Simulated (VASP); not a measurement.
Input of a VASP 6.6.1 run:

Contents of INCAR:

```
  PREC = Accurate
  ENCUT = 520
  EDIFF = 1E-6
  ISMEAR = -1
  SIGMA = 0.05
  LREAL = F
  LASPH = T
  NELM = 60
  ALGO = Normal
  ISIF = 2
  LWAVE = F
  LCHARG = T
  LELF = T
  LVHAR = T
  NBANDS = 21
```

File KPOINTS:

```
regular mesh
0
Gamma
  9 9 5
```

The input POSCAR:

```
Ru
1.0
    2.6724726904      0.0000000000      0.0000000000
   -1.3362363452      2.3144292408      0.0000000000
    0.0000000000      0.0000000000      4.2291598813
Ru
2
Direct
    0.3333333333      0.6666666667      0.2500000000
    0.6666666667      0.3333333333      0.7500000000
```

Potentials or basis: VASP PAW LDA potentials, release 64 (Ru_pv).

Command:

```sh
$ cat potpaw_LDA.64/Ru_pv/POTCAR > POTCAR
$ mpirun -np 1 vasp_std > vasp.out
```

Problem. Predict the band gap on the k mesh.

Solution. Zero (band 14 reaches 14.95 eV, above the bottom of band 15 at 11.70 eV).

Problem. Estimate the pressure.

Solution. 1.0 GPa.
